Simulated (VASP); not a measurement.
# AlGa5N6 (P4/mmm) in VASP: single point with PBE

Aim: the single point of AlGa5N6 with PBE.

Everything below comes from runs of VASP 6.6.1. Logs are shortened: lines on timing, memory, paths and dates and some standing lists are left out, and cuts for length are marked.

## Step 1: The cell of the first run

Symmetry: P4/mmm, No. 123, tetragonal system. The conventional cell has a = 3.422 Å, b = 3.422 Å, c = 14.520 Å, α = 90.00°, β = 90.00°, γ = 90.00°. Within 3.2 Å of Al (site symmetry 4/mmm) lie 6 N at 2.42 Å. Ga (site symmetry 4mm) has 6 N at 2.42 Å within 3.2 Å. Ga (site symmetry 4/mmm) has 6 N at 2.42 Å within 3.2 Å. Ga (site symmetry 4mm) has 6 N at 2.42 Å within 3.2 Å. Within 3.2 Å of N (site symmetry 4/mmm) lie 6 Ga at 2.42 Å. Within 3.2 Å of N (site symmetry 4mm) lie 6 Ga at 2.42 Å. N (site symmetry 4mm) has 5 Ga at 2.42 Å and 1 Al at 2.42 Å within 3.2 Å. N (site symmetry 4/mmm) has 4 Al at 2.42 Å and 2 Ga at 2.42 Å within 3.2 Å.

## Step 2: Single point, PBE, collinear spin, ferromagnetic start

File INCAR:

```
SYSTEM = AlGa5N6
PREC = Accurate
ENCUT = 520
EDIFF = 1E-7
ISMEAR = 0
SIGMA = 0.1
LREAL = .False.
LASPH = .True.
NELM = 150
ALGO = Normal
ISIF = 2
LWAVE = .False.
LCHARG = .False.
ISPIN = 2
MAGMOM = 0 0 0 0 0 0 1 1 1 1 1 1
LORBIT = 11
GGA = PE
NBANDS = 65
```

File KPOINTS:

```
regular mesh
0
Gamma
  6 6 2
  0 0 0
```

File POSCAR:

```
AlGa5N6
1.0
    3.4224354200      0.0000000000      0.0000000000
    0.0000000000      3.4224354200      0.0000000000
    0.0000000000      0.0000000000     14.5201637400
Al Ga N
1 5 6
Direct
    0.0000000000      0.0000000000      0.0000000000
    0.0000000000      0.0000000000      0.6666666700
    0.5000000000      0.5000000000      0.5000000000
    0.0000000000      0.0000000000      0.3333333300
    0.5000000000      0.5000000000      0.1666666700
    0.5000000000      0.5000000000      0.8333333300
    0.0000000000      0.0000000000      0.5000000000
    0.5000000000      0.5000000000      0.3333333300
    0.0000000000      0.0000000000      0.1666666700
    0.5000000000      0.5000000000      0.0000000000
    0.0000000000      0.0000000000      0.8333333300
    0.5000000000      0.5000000000      0.6666666700
```

Potentials or basis: VASP PAW PBE potentials, release 64 (Al, Ga_d, N).

The run is started by

```console
$ cat potpaw_PBE.64/Al/POTCAR potpaw_PBE.64/Ga_d/POTCAR potpaw_PBE.64/N/POTCAR > POTCAR
$ mpirun -np 1 vasp_std > vasp.out
```

OUTCAR:

```text
SYSTEM = AlGa5N6
   PREC = Accurate
   ENCUT = 520
   EDIFF = 1E-7
   ISMEAR = 0
   LREAL = .False.
   LASPH = .True.
   NELM = 150
   ISIF = 2
   ISPIN = 2
   LORBIT = 11
   GGA = PE

 ion  position               nearest neighbor table
   1  0.000  0.000  0.000-  10 2.42  10 2.42  10 2.42  10 2.42  11 2.42   9 2.42
   2  0.000  0.000  0.667-
   3  0.500  0.500  0.500-
   4  0.000  0.000  0.333-
   5  0.500  0.500  0.167-
   6  0.500  0.500  0.833-
   7  0.000  0.000  0.500-
   8  0.500  0.500  0.333-
   9  0.000  0.000  0.167-   1 2.42
  10  0.500  0.500  0.000-   1 2.42   1 2.42   1 2.42   1 2.42
  11  0.000  0.000  0.833-   1 2.42
  12  0.500  0.500  0.667-

  LATTYP: Found a simple tetragonal cell.
 ALAT       =     3.4224354200
 C/A-ratio  =     4.2426406807

  Lattice vectors:

 A1 = (   3.4224354200,   0.0000000000,   0.0000000000)
 A2 = (   0.0000000000,   3.4224354200,   0.0000000000)
 A3 = (   0.0000000000,   0.0000000000,  14.5201637400)

Analysis of symmetry for initial positions (statically):
=====================================================================
 Subroutine PRICEL returns:
 Original cell was already a primitive cell.

 Routine SETGRP: Setting up the symmetry group for a
 simple tetragonal supercell.

 Subroutine GETGRP returns: Found 16 space group operations
 (whereof 16 operations were pure point group operations)
 out of a pool of 16 trial point group operations.

The static configuration has the point symmetry D_4h.

Analysis of symmetry for dynamics (positions and initial velocities):
=====================================================================
 Subroutine PRICEL returns:
 Original cell was already a primitive cell.

 Routine SETGRP: Setting up the symmetry group for a
 simple tetragonal supercell.

 Subroutine GETGRP returns: Found 16 space group operations
 (whereof 16 operations were pure point group operations)
 out of a pool of 16 trial point group operations.

The dynamic configuration has the point symmetry D_4h.

Analysis of structural, dynamic, and magnetic symmetry:
=====================================================================
 Subroutine PRICEL returns:
 Original cell was already a primitive cell.

 Routine SETGRP: Setting up the symmetry group for a
 simple tetragonal supercell.

 Subroutine GETGRP returns: Found 16 space group operations
 (whereof 16 operations were pure point group operations)
 out of a pool of 16 trial point group operations.

The overall configuration has the point symmetry D_4h.

 Subroutine INISYM returns: Found 16 space group operations
 (whereof 16 operations are pure point group operations),
 and found     1 'primitive' translations

----------------------------------------------------------------------------------------

                                     Primitive cell

  volume of cell :     170.0756

  direct lattice vectors                    reciprocal lattice vectors
     3.422435420  0.000000000  0.000000000     0.292189589  0.000000000  0.000000000
     0.000000000  3.422435420  0.000000000     0.000000000  0.292189589  0.000000000
     0.000000000  0.000000000 14.520163740     0.000000000  0.000000000  0.068869747

  length of vectors
     3.422435420  3.422435420 14.520163740     0.292189589  0.292189589  0.068869747

  position of ions in fractional coordinates (direct lattice)
     0.000000000  0.000000000  0.000000000
     0.000000000  0.000000000  0.666666670
     0.500000000  0.500000000  0.500000000
     0.000000000  0.000000000  0.333333330
     0.500000000  0.500000000  0.166666670
     0.500000000  0.500000000  0.833333330
     0.000000000  0.000000000  0.500000000
     0.500000000  0.500000000  0.333333330
     0.000000000  0.000000000  0.166666670
     0.500000000  0.500000000  0.000000000
     0.000000000  0.000000000  0.833333330
     0.500000000  0.500000000  0.666666670

  ion indices of the primitive-cell ions
   primitive index   ion index
                 1           1
                 2           2
[... 72 lines left out ...]
   LNONCOLLINEAR =      F non collinear calculations
   LSORBIT =      F    spin-orbit coupling
   LASPH  =      T    aspherical Exc in radial PAW
   ENCUT  =  520.0 eV  38.22 Ry    6.18 a.u.   6.36  6.36 27.00*2*pi/ulx,y,z
   NELM   =    150;   NELMIN=  2; NELMDL= -5     # of ELM steps
   EDIFF  = 0.1E-06   stopping-criterion for ELM
   LREAL  =      F    real-space projection
   EDIFFG = 0.1E-05   stopping-criterion for IOM
   NSW    =      0    number of steps for IOM
   IBRION =     -1    ionic relax: 0-MD 1-quasi-New 2-CG
   NFREE  =      0    steps in history (QN), initial steepest desc. (CG)
   ISIF   =      2    stress and relaxation
   ISYM   =      2    0-nonsym 1-usesym 2-fastsym
   POTIM  = 0.5000    time-step for ionic-motion
   TEBEG  =    0.0;   TEEND  =   0.0 temperature during run
   PSTRESS=    0.0 pullay stress
   NELECT =      98.0000    total number of electrons
   NUPDOWN=      -1.0000    fix difference up-down
   EMIN   =  10.00;   EMAX   =-10.00  energy-range for DOS
   EFERMI =   0.00;   METHOD = LEGACY
   ISMEAR =     0;   SIGMA  =   0.10  broadening in eV -4-tet -1-fermi 0-gaus
   EFERMI_NEDOS =   21; number of points for ismear=-14 and -15
   IALGO  =     38    algorithm
   IMIX   =      4    mixing-type and parameters
     AMIX     =   0.40;   BMIX     =  1.00
     AMIX_MAG =   1.60;   BMIX_MAG =  1.00
  volume/ion in A,a.u.               =      14.17        95.64
  Fermi-wavevector in a.u.,A,eV,Ry     =   1.362290  2.574354 25.250148  1.855834
  Thomas-Fermi vector in A             =   2.488792
   LORBIT       =     11    0 simple, 1 ext, 2 COOP (PROOUT), +10 PAW based schemes
   GGA     = PE    functional components
   LHFCALC =     F    Hartree Fock is set to
   AEXX    =    0.0000 exact exchange contribution
   IVDW    =     0    specifies the selected vdW correction
   LEPSILON=     F    determine dielectric tensor
   LRPA    =     F    only Hartree local field effects (RPA)
 spin polarized calculation
 Gauss-broadening in eV      SIGMA  =   0.10
  energy-cutoff  :      520.00
  volume of cell :      170.08
 maximum number of plane-waves:      4624
 NGX is ok and might be reduce to    28
   NGX = 13   NGY = 13   NGZ = 53

 number of electron      97.9999963 magnetization      -0.0000189

 number of electron      97.9999963 magnetization       0.0000049

 Free energy of the ion-electron system (eV)
  ---------------------------------------------------
  ext. energy  EPLUGINS =         0.00000000
  ---------------------------------------------------
  free energy    TOTEN  =       -61.92773611 eV

  energy without entropy =      -61.91019823  energy(sigma->0) =      -61.91896717

 E-fermi :   3.7433     XC(G=0): -10.7683

 val. band max:        3.7166883110   @ k =   0.3333   0.0000   0.5000
 cond. band min:       3.7446101225   @ k =   0.3333   0.0000   0.0000
 fundamental gap:      0.0279218115
 Fermi energy:         3.7433278113

 spin component 1

 k-point     1 :       0.0000    0.0000    0.0000
  band No.  band energies     occupation
      1     -10.8284      1.00000
      2     -10.7376      1.00000
      3     -10.6260      1.00000
      4     -10.5053      1.00000
      5     -10.4861      1.00000
      6     -10.4770      1.00000
[... 1269 lines left out ...]
     60      11.2863      0.00000
     61      11.2863      0.00000
 Fermi energy:         3.7433278113

 spin component 2

 k-point     1 :       0.0000    0.0000    0.0000
  band No.  band energies     occupation
      1     -10.8284      1.00000
      2     -10.7376      1.00000
      3     -10.6260      1.00000
      4     -10.5053      1.00000
      5     -10.4861      1.00000
      6     -10.4770      1.00000
[... 1269 lines left out ...]
     60      11.2863      0.00000
     61      11.2863      0.00000
 [bands above 61 left out]

------------------------ aborting loop because EDIFF is reached ----------------------------------------

  FORCE on cell =-STRESS in cart. coord.  units (eV):
  Direction    XX          YY          ZZ          XY          YZ          ZX
  --------------------------------------------------------------------------------------
  -------------------------------------------------------------------------------------
  Total      -34.8297243    -34.8297243    -34.7376662      0.0000000      0.0000000      0.0000000
  in kB     -328.1093313   -328.1093313   -327.2421086      0.0000000      0.0000000      0.0000000
  external PRESSURE =    -327.8202571 kB  Pullay stress =       0.0000000 kB

 VOLUME and BASIS-vectors are now :
 -----------------------------------------------------------------------------
  energy-cutoff  :      520.00
  volume of cell :      170.08
      direct lattice vectors                 reciprocal lattice vectors
     3.422435420  0.000000000  0.000000000     0.292189589  0.000000000  0.000000000
     0.000000000  3.422435420  0.000000000     0.000000000  0.292189589  0.000000000
     0.000000000  0.000000000 14.520163740     0.000000000  0.000000000  0.068869747

 POSITION                                       TOTAL-FORCE (eV/Angst)
 -----------------------------------------------------------------------------------
      0.00000      0.00000      0.00000        -0.000000     -0.000000     -0.000000
      0.00000      0.00000      9.68011        -0.000000     -0.000000      0.030623
      1.71122      1.71122      7.26008        -0.000000     -0.000000     -0.000000
      0.00000      0.00000      4.84005         0.000000      0.000000     -0.030623
      1.71122      1.71122      2.42003        -0.000000     -0.000000      0.014620
      1.71122      1.71122     12.10014        -0.000000      0.000000     -0.014620
      0.00000      0.00000      7.26008        -0.000000     -0.000000     -0.000000
      1.71122      1.71122      4.84005         0.000000      0.000000      0.022295
      0.00000      0.00000      2.42003        -0.000000     -0.000000     -0.415283
      1.71122      1.71122      0.00000        -0.000000     -0.000000     -0.000000
      0.00000      0.00000     12.10014        -0.000000      0.000000      0.415283
      1.71122      1.71122      9.68011        -0.000000     -0.000000     -0.022295
 -----------------------------------------------------------------------------------
    total drift:                                0.000000      0.000000      0.000000

  FREE ENERGIE OF THE ION-ELECTRON SYSTEM (eV)
  ---------------------------------------------------
  free  energy   TOTEN  =       -61.9277361055 eV

  energy  without entropy=      -61.9101982316  energy(sigma->0) =      -61.91896717

 total charge

# of ion       s       p       d       tot
------------------------------------------
    1        0.327   0.214   0.000   0.541
    2        0.785   0.428  10.010  11.223
    3        0.787   0.429  10.010  11.226
    4        0.785   0.428  10.010  11.223
    5        0.785   0.431  10.011  11.227
    6        0.785   0.431  10.011  11.227
    7        1.286   2.189   0.000   3.475
    8        1.285   2.190   0.000   3.475
    9        1.281   2.201   0.000   3.481
   10        1.266   2.231   0.000   3.497
   11        1.281   2.201   0.000   3.481
   12        1.285   2.190   0.000   3.475
--------------------------------------------------
tot         11.938  15.564  50.050  77.553

 magnetization (x)

# of ion       s       p       d       tot
------------------------------------------
    1        0.000   0.000   0.000   0.000
    2        0.000   0.000  -0.000   0.000
    3        0.000   0.000  -0.000   0.000
    4        0.000   0.000  -0.000   0.000
    5        0.000   0.000  -0.000   0.000
    6        0.000   0.000  -0.000   0.000
    7       -0.000  -0.000   0.000  -0.000
    8        0.000  -0.000   0.000  -0.000
    9       -0.000  -0.000   0.000  -0.000
   10       -0.000  -0.000   0.000  -0.000
   11       -0.000  -0.000   0.000  -0.000
   12        0.000  -0.000   0.000  -0.000
--------------------------------------------------
tot          0.000  -0.000  -0.000  -0.000
```

It took 20 min on 1 thread of Oxide Virtual Turin-like, shared host; peak memory 0.47 GiB.

What came out:

```
Free energy                                           : -61.9277 eV
Pressure                                              : -32.8 GPa
Largest force                                         : 0.415 eV/Å
Band gap on the k mesh                                : zero (filled and empty bands overlap)
Net moment                                            : 0.00 μB per cell
Valence electrons inside the program's atomic spheres : Al 0.54; Ga 11.22, 11.23 (each value once); N 3.48, 3.50 (each value once)
```

Forces in eV/Å, atoms in the order of the input:
```
Al   0.000  0.000  0.000
Ga   0.000  0.000  0.031
Ga   0.000  0.000  0.000
Ga   0.000  0.000 -0.031
Ga   0.000  0.000  0.015
Ga   0.000  0.000 -0.015
N    0.000  0.000  0.000
N    0.000  0.000  0.022
N    0.000  0.000 -0.415
N    0.000  0.000  0.000
N    0.000  0.000  0.415
N    0.000  0.000 -0.022
```

Levels at points of the mesh, in eV from the Fermi level:
Spin up:
| k point | band 47 | band 48 | band 49 | band 50 | band 51 | band 52 |
| --- | --- | --- | --- | --- | --- | --- |
| (0.00, 0.00, 0.00) | -0.63 | -0.63 | -0.21 | -0.21 | -0.21 | 0.59 |
| (0.50, 0.00, 0.00) | -0.16 | -0.15 | -0.15 | 3.57 | 3.58 | 3.58 |
| (0.50, 0.50, 0.00) | -1.80 | -1.80 | -1.80 | -1.43 | -0.82 | 1.58 |
| (0.00, 0.00, 0.50) | -0.34 | -0.34 | -0.32 | -0.31 | -0.31 | 0.73 |
| (0.50, 0.00, 0.50) | -0.15 | -0.13 | -0.12 | 3.21 | 3.22 | 3.82 |
| (0.50, 0.50, 0.50) | -2.06 | -2.03 | -2.03 | -0.06 | -0.05 | -0.04 |
Spin down:
```csv
k point,band 45,band 46,band 47,band 48,band 49,band 50,band 51,band 52,band 53,band 54
"(0.00, 0.00, 0.00)",-0.65,-0.65,-0.63,-0.63,-0.21,-0.21,-0.21,0.59,1.02,1.91
"(0.50, 0.00, 0.00)",-0.22,-0.20,-0.16,-0.15,-0.15,3.57,3.58,3.58,3.59,3.69
"(0.50, 0.50, 0.00)",-2.62,-1.80,-1.80,-1.80,-1.80,-1.43,-0.82,1.58,1.59,1.61
"(0.00, 0.00, 0.50)",-1.03,-0.83,-0.34,-0.34,-0.32,-0.31,-0.31,0.73,0.83,2.00
"(0.50, 0.00, 0.50)",-0.20,-0.18,-0.15,-0.13,-0.12,3.21,3.22,3.82,3.83,3.84
"(0.50, 0.50, 0.50)",-2.34,-2.06,-2.06,-2.03,-2.03,-0.06,-0.05,-0.04,0.64,2.53
```

Caveat: the cell stands under tension.

The gap in the log of VASP goes by the Fermi energy; the results here count the filled bands.